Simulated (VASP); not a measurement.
# In7CoSb8 (F-43m) in VASP: single point with PBEsol+U

Aim: the single point of In7CoSb8 with PBEsol+U.

Program: VASP 6.6.1. These are calculated values, not measurements. Logs are shortened: lines on timing, memory, paths and dates and some standing lists are left out, and cuts for length are marked.

### 1 The cell of the first run

The structure is cubic, space group F-43m (No. 216). Conventional cell: a = 12.956 Å, b = 12.956 Å, c = 12.956 Å, α = 90.00°, β = 90.00°, γ = 90.00°. Co (site symmetry -43m) has 4 Sb at 2.64 Å within 3.5 Å. Within 3.7 Å of In (site symmetry 2mm) lie 4 Sb at 2.83 to 2.84 Å. Within 3.7 Å of In (site symmetry -43m) lie 4 Sb at 2.82 Å. Sb (site symmetry 3m) has 1 Co at 2.64 Å and 3 In at 2.84 Å within 3.5 Å. Sb (site symmetry 3m) has 4 In at 2.82 to 2.83 Å within 3.7 Å.

### 2 Single point, PBEsol+U, collinear spin, ferromagnetic start

The input, INCAR:

```
  PREC = Accurate
  ENCUT = 520
  EDIFF = 1E-7
  ISMEAR = 0
  SIGMA = 0.05
  LREAL = Auto
  LASPH = True
  NELM = 150
  ALGO = Normal
  ISIF = 2
  LWAVE = False
  LCHARG = True
  ISPIN = 2
  MAGMOM = 2.32 0 0 0 0 0 0 0 -0.01 -0.01 -0.01 0 -0.01 0 0 0
  LORBIT = 11
  LMAXMIX = 4
  LDAU = True
  LDAUTYPE = 2
  LDAUL = 2 -1 -1
  LDAUU = 4 0 0
  LDAUJ = 0 0 0
  LDAUPRINT = 1
  GGA = PS
  LELF = True
  LVHAR = True
  NBANDS = 88
```

The input, KPOINTS:

```
Automatic mesh
0
Gamma
  2 2 2
```

The input, POSCAR:

```
In7CoSb8
1.0
    0.0000000000      6.4782000000      6.4782000000
    6.4782000000      0.0000000000      6.4782000000
    6.4782000000      6.4782000000      0.0000000000
Co In Sb
1 7 8
Direct
    1.0000000000      0.0000000000      1.0000000000
    0.0041435421      0.0041435421      0.4958564579
    0.0041435421      0.4958564579      0.0041435421
    0.0041435421      0.4958564579      0.4958564579
    0.4958564579      0.0041435421      0.0041435421
    0.4958564579      0.0041435421      0.4958564579
    0.4958564579      0.4958564579      0.0041435421
    0.5000000000      0.5000000000      0.5000000000
    0.1174515371      0.1174515371      0.1174515371
    0.1174515371      0.1174515371      0.6476453887
    0.1174515371      0.6476453887      0.1174515371
    0.1230022386      0.6256659205      0.6256659205
    0.6476453887      0.1174515371      0.1174515371
    0.6256659205      0.1230022386      0.6256659205
    0.6256659205      0.6256659205      0.1230022386
    0.6256659205      0.6256659205      0.6256659205
```

Potentials or basis: VASP PAW PBE potentials, release 64 (Co, In_d, Sb).

Launch:

```
$ cat potpaw_PBE.64/Co/POTCAR potpaw_PBE.64/In_d/POTCAR potpaw_PBE.64/Sb/POTCAR > POTCAR
$ mpirun -np 1 vasp_std > vasp.out
```

OUTCAR:

```text
PREC = Accurate
   ENCUT = 520
   EDIFF = 1E-7
   ISMEAR = 0
   LREAL = Auto
   LASPH = True
   NELM = 150
   ISIF = 2
   ISPIN = 2
   LORBIT = 11
   GGA = PS

 ion  position               nearest neighbor table
   1  0.000  0.000  0.000-  10 2.64  11 2.64  13 2.64   9 2.64
   2  0.004  0.004  0.496-  12 2.83  14 2.83   9 2.84  10 2.84
   3  0.004  0.496  0.004-  12 2.83  15 2.83   9 2.84  11 2.84
   4  0.004  0.496  0.496-  16 2.83  12 2.83  10 2.84  11 2.84
   5  0.496  0.004  0.004-  14 2.83  15 2.83   9 2.84  13 2.84
   6  0.496  0.004  0.496-  16 2.83  14 2.83  10 2.84  13 2.84
[... 8 lines left out ...]
  15  0.626  0.626  0.123-   8 2.82   5 2.83   3 2.83   7 2.83
  16  0.626  0.626  0.626-   8 2.82   6 2.83   7 2.83   4 2.83

  LATTYP: Found a face centered cubic cell.
 ALAT       =    12.9564000000

  Lattice vectors:

 A1 = (   0.0000000000,   6.4782000000,   6.4782000000)
 A2 = (   6.4782000000,   0.0000000000,   6.4782000000)
 A3 = (   6.4782000000,   6.4782000000,   0.0000000000)

Analysis of symmetry for initial positions (statically):
=====================================================================
 Subroutine PRICEL returns:
 Original cell was already a primitive cell.

 Routine SETGRP: Setting up the symmetry group for a
 face centered cubic supercell.

 Subroutine GETGRP returns: Found 24 space group operations
 (whereof 24 operations were pure point group operations)
 out of a pool of 48 trial point group operations.

The static configuration has the point symmetry T_d .

Analysis of symmetry for dynamics (positions and initial velocities):
=====================================================================
 Subroutine PRICEL returns:
 Original cell was already a primitive cell.

 Routine SETGRP: Setting up the symmetry group for a
 face centered cubic supercell.

 Subroutine GETGRP returns: Found 24 space group operations
 (whereof 24 operations were pure point group operations)
 out of a pool of 48 trial point group operations.

The dynamic configuration has the point symmetry T_d .

Analysis of structural, dynamic, and magnetic symmetry:
=====================================================================
 Subroutine PRICEL returns:
 Original cell was already a primitive cell.

 Routine SETGRP: Setting up the symmetry group for a
 face centered cubic supercell.

 Subroutine GETGRP returns: Found 24 space group operations
 (whereof 24 operations were pure point group operations)
 out of a pool of 48 trial point group operations.

The overall configuration has the point symmetry T_d .

 Subroutine INISYM returns: Found 24 space group operations
 (whereof 24 operations are pure point group operations),
 and found     1 'primitive' translations

----------------------------------------------------------------------------------------

                                     Primitive cell

  volume of cell :     543.7422

  direct lattice vectors                    reciprocal lattice vectors
     0.000000000  6.478200000  6.478200000    -0.077181933  0.077181933  0.077181933
     6.478200000  0.000000000  6.478200000     0.077181933 -0.077181933  0.077181933
     6.478200000  6.478200000  0.000000000     0.077181933  0.077181933 -0.077181933

  length of vectors
     9.161558300  9.161558300  9.161558300     0.133683030  0.133683030  0.133683030

  position of ions in fractional coordinates (direct lattice)
     0.000000000  0.000000000  0.000000000
     0.004143542  0.004143542  0.495856458
     0.004143542  0.495856458  0.004143542
     0.004143542  0.495856458  0.495856458
     0.495856458  0.004143542  0.004143542
     0.495856458  0.004143542  0.495856458
[... 8 lines left out ...]
     0.625665920  0.625665920  0.123002239
     0.625665920  0.625665920  0.625665920

  ion indices of the primitive-cell ions
   primitive index   ion index
                 1           1
[... 95 lines left out ...]
   LHFCALC =     F    Hartree Fock is set to
   AEXX    =    0.0000 exact exchange contribution
   IVDW    =     0    specifies the selected vdW correction
   LEPSILON=     F    determine dielectric tensor
   LRPA    =     F    only Hartree local field effects (RPA)
 spin polarized calculation
 Gauss-broadening in eV      SIGMA  =   0.05
  energy-cutoff  :      520.00
  volume of cell :      543.74
 maximum number of plane-waves:     14649
 NGX is ok and might be reduce to    70
   NGX = 35   NGY = 35   NGZ = 35

atom =   1  type =  1  l = 2

 onsite density matrix

spin component  1

  0.9494  0.0000 -0.0000  0.0000 -0.0000
  0.0000  0.9494  0.0000  0.0000 -0.0000
 -0.0000  0.0000  0.9433  0.0000 -0.0000
  0.0000  0.0000  0.0000  0.9494 -0.0000
 -0.0000 -0.0000 -0.0000 -0.0000  0.9433

spin component  2

  0.1906 -0.0000  0.0000  0.0000 -0.0000
 -0.0000  0.1906  0.0000 -0.0000  0.0000
  0.0000  0.0000  0.9277  0.0000  0.0000
  0.0000 -0.0000  0.0000  0.1906  0.0000
 -0.0000  0.0000  0.0000  0.0000  0.9277

 occupancies and eigenvectors

  o =  0.1906  v =  0.0000  0.0000  0.0000  0.0000  0.0000  0.0000  0.9999  0.0000  0.0160  0.0000      0.0000  0.0000  0.0000  0.0000  0.0000  0.0000  0.0000  0.0000  0.0000  0.0000
  o =  0.1906  v =  0.0000  0.0000  0.0000  0.0000  0.0000  1.0000  0.0000  0.0000  0.0000  0.0000      0.0000  0.0000  0.0000  0.0000  0.0000  0.0000  0.0000  0.0000  0.0000  0.0000
  o =  0.1906  v =  0.0000  0.0000  0.0000  0.0000  0.0000  0.0000 -0.0160 -0.0000  0.9999 -0.0000      0.0000  0.0000  0.0000  0.0000  0.0000  0.0000  0.0000  0.0000  0.0000  0.0000
  o =  0.9277  v =  0.0000  0.0000  0.0000  0.0000  0.0000  0.0000  0.0000 -0.1411 -0.0000 -0.9900      0.0000  0.0000  0.0000  0.0000  0.0000  0.0000  0.0000  0.0000  0.0000  0.0000
  o =  0.9277  v =  0.0000  0.0000  0.0000  0.0000  0.0000  0.0000  0.0000  0.9900  0.0000 -0.1411      0.0000  0.0000  0.0000  0.0000  0.0000  0.0000  0.0000  0.0000  0.0000  0.0000
  o =  0.9433  v =  0.0000  0.0000  0.0108  0.0000  0.9999  0.0000  0.0000  0.0000  0.0000  0.0000      0.0000  0.0000  0.0000  0.0000  0.0000  0.0000  0.0000  0.0000  0.0000  0.0000
  o =  0.9433  v =  0.0000 -0.0000 -0.9999 -0.0000  0.0108  0.0000  0.0000  0.0000  0.0000  0.0000      0.0000  0.0000  0.0000  0.0000  0.0000  0.0000  0.0000  0.0000  0.0000  0.0000
  o =  0.9494  v =  0.0000  0.0984  0.0000 -0.9951  0.0000  0.0000  0.0000  0.0000  0.0000  0.0000      0.0000  0.0000  0.0000  0.0000  0.0000  0.0000  0.0000  0.0000  0.0000  0.0000
  o =  0.9494  v =  0.0000  0.9951 -0.0000  0.0984  0.0000  0.0000  0.0000  0.0000  0.0000  0.0000      0.0000  0.0000  0.0000  0.0000  0.0000  0.0000  0.0000  0.0000  0.0000  0.0000
  o =  0.9494  v =  1.0000  0.0000  0.0000  0.0000  0.0000  0.0000  0.0000  0.0000  0.0000  0.0000      0.0000  0.0000  0.0000  0.0000  0.0000  0.0000  0.0000  0.0000  0.0000  0.0000

 number of electron     139.9999988 magnetization       2.4369773

 Free energy of the ion-electron system (eV)
  ---------------------------------------------------
  ext. energy  EPLUGINS =         0.00000000
  ---------------------------------------------------
  free energy    TOTEN  =       -61.15617306 eV

  energy without entropy =      -61.13728036  energy(sigma->0) =      -61.14672671

 E-fermi :   4.4468     XC(G=0):  -8.8024

 val. band max:        4.4384217323   @ k =   0.5000   0.0000   0.0000
 cond. band min:       4.4541047318   @ k =   0.0000   0.0000   0.0000
 fundamental gap:      0.0156829995
 Fermi energy:         4.4467733955

 spin component 1

 k-point     1 :       0.0000    0.0000    0.0000
  band No.  band energies     occupation
      1      -9.8827      1.00000
      2      -9.8827      1.00000
      3      -9.8827      1.00000
      4      -9.8646      1.00000
      5      -9.8352      1.00000
      6      -9.8352      1.00000
[... 244 lines left out ...]
     81       8.1084      0.00000
     82       8.6415      0.00000
 Fermi energy:         4.4467733955

 spin component 2

 k-point     1 :       0.0000    0.0000    0.0000
  band No.  band energies     occupation
      1      -9.8816      1.00000
      2      -9.8816      1.00000
      3      -9.8816      1.00000
      4      -9.8644      1.00000
      5      -9.8341      1.00000
      6      -9.8341      1.00000
[... 244 lines left out ...]
     81       8.1075      0.00000
     82       8.7123      0.00000
 [bands above 82 left out]

------------------------ aborting loop because EDIFF is reached ----------------------------------------

  FORCE on cell =-STRESS in cart. coord.  units (eV):
  Direction    XX          YY          ZZ          XY          YZ          ZX
  --------------------------------------------------------------------------------------
  -------------------------------------------------------------------------------------
  Total       -2.3845790     -2.3845790     -2.3845790     -0.0000000      0.0000000      0.0000000
  in kB       -7.0263415     -7.0263415     -7.0263415     -0.0000000      0.0000000      0.0000000
  external PRESSURE =      -7.0263415 kB  Pullay stress =       0.0000000 kB

 VOLUME and BASIS-vectors are now :
 -----------------------------------------------------------------------------
  energy-cutoff  :      520.00
  volume of cell :      543.74
      direct lattice vectors                 reciprocal lattice vectors
     0.000000000  6.478200000  6.478200000    -0.077181933  0.077181933  0.077181933
     6.478200000  0.000000000  6.478200000     0.077181933 -0.077181933  0.077181933
     6.478200000  6.478200000  0.000000000     0.077181933  0.077181933 -0.077181933

 POSITION                                       TOTAL-FORCE (eV/Angst)
 -----------------------------------------------------------------------------------
      0.00000      0.00000      0.00000        -0.000000     -0.000000     -0.000000
      3.23910      3.23910      0.05369        -0.000000     -0.000000     -0.007174
      3.23910      0.05369      3.23910        -0.000000     -0.007174     -0.000000
      6.42451      3.23910      3.23910         0.007174     -0.000000     -0.000000
      0.05369      3.23910      3.23910        -0.007174     -0.000000     -0.000000
      3.23910      6.42451      3.23910        -0.000000      0.007174     -0.000000
[... 8 lines left out ...]
      4.85002      4.85002      8.10638        -0.002792     -0.002792      0.002792
      8.10638      8.10638      8.10638         0.002792      0.002792      0.002792
 -----------------------------------------------------------------------------------
    total drift:                               -0.000001     -0.000001     -0.000001

  FREE ENERGIE OF THE ION-ELECTRON SYSTEM (eV)
  ---------------------------------------------------
  free  energy   TOTEN  =       -61.1561730613 eV

  energy  without entropy=      -61.1372803608  energy(sigma->0) =      -61.14672671

 total charge

# of ion       s       p       d       tot
------------------------------------------
    1        0.400   0.337   7.142   7.879
    2        0.860   0.699   9.862  11.421
    3        0.860   0.699   9.862  11.421
    4        0.860   0.699   9.862  11.421
    5        0.860   0.699   9.862  11.421
    6        0.860   0.699   9.862  11.421
[... 8 lines left out ...]
   15        1.129   1.334   0.018   2.481
   16        1.129   1.334   0.018   2.481
--------------------------------------------------
tot         15.472  15.838  76.332 107.643

 magnetization (x)

# of ion       s       p       d       tot
------------------------------------------
    1        0.023   0.041   2.306   2.370
    2        0.003   0.002  -0.001   0.004
    3        0.003   0.002  -0.001   0.004
    4        0.003   0.002  -0.001   0.004
    5        0.003   0.002  -0.001   0.004
    6        0.003   0.002  -0.001   0.004
[... 8 lines left out ...]
   15        0.000  -0.001  -0.000  -0.001
   16        0.000  -0.001  -0.000  -0.001
--------------------------------------------------
tot          0.048  -0.023   2.307   2.332
```

Run time: 34 min. Hardware: 1 thread of Intel Xeon 8259CL, shared host; peak memory 1.1 GiB.

What came out:

- Free energy: -61.1562 eV
- Pressure: -0.7 GPa
- Largest force: 0.016 eV/Å
- Net moment: 2.44 μB per cell
- Site moments: Co +2.37; In +0.00, +0.01 (each value once); Sb -0.02, -0.00 (each value once) μB
- Valence electrons inside the program's atomic spheres: Co 7.88; In 11.42, 11.44 (each value once); Sb 2.47, 2.48 (each value once)

Forces on the atoms (eV/Å):
```
Co   0.000  0.000  0.000
In   0.000  0.000 -0.007
In   0.000 -0.007  0.000
In   0.007  0.000  0.000
In  -0.007  0.000  0.000
In   0.000  0.007  0.000
In   0.000  0.000  0.007
In   0.000  0.000  0.000
Sb   0.009  0.009  0.009
Sb  -0.009 -0.009  0.009
Sb  -0.009  0.009 -0.009
Sb   0.003 -0.003 -0.003
Sb   0.009 -0.009 -0.009
Sb  -0.003  0.003 -0.003
Sb  -0.003 -0.003  0.003
Sb   0.003  0.003  0.003
```

Levels at points of the mesh, in eV from the Fermi level:
Spin up:
```
           k point  band 70  band 71  band 72  band 73  band 74  band 75
(0.00, 0.00, 0.00)     0.24     0.47     0.47     0.47     0.84     0.84
(0.50, 0.00, 0.00)    -0.20    -0.01    -0.01     1.21     1.30     1.99
(0.50, 0.50, 0.00)    -0.58    -0.47    -0.47     1.90     1.92     2.34
```
Spin down:
```tsv
k point	band 65	band 66	band 67	band 68	band 69	band 70	band 71	band 72	band 73	band 74
(0.00, 0.00, 0.00)	-0.47	-0.47	0.01	0.01	0.01	0.26	0.85	0.85	0.85	1.23
(0.50, 0.00, 0.00)	-1.29	-0.57	-0.57	-0.19	-0.19	0.60	1.27	1.27	1.27	1.37
(0.50, 0.50, 0.00)	-1.02	-0.77	-0.77	-0.64	-0.58	0.59	1.09	1.10	1.93	2.01
```

Eigenvalues of the final occupation matrices:
| site | spin | trace | eigenvalues |
| --- | --- | --- | --- |
| site 1 d | 1 | 4.73 | 0.94 0.94 0.95 0.95 0.95 |
| site 1 d | 2 | 2.43 | 0.19 0.19 0.19 0.93 0.93 |

Caveat: the k points lie up to 0.42 Å⁻¹ apart; the PAW data sets were made with another functional, which shifts forces and pressure a little; spin-orbit coupling is left out, which moves the levels of the heavy elements; a cell with one magnetic atom can't hold antiferromagnetic order, which such compounds often take; the U is typed as a test and isn't derived for this compound. The state reached can hang on the start; a lower one may exist.
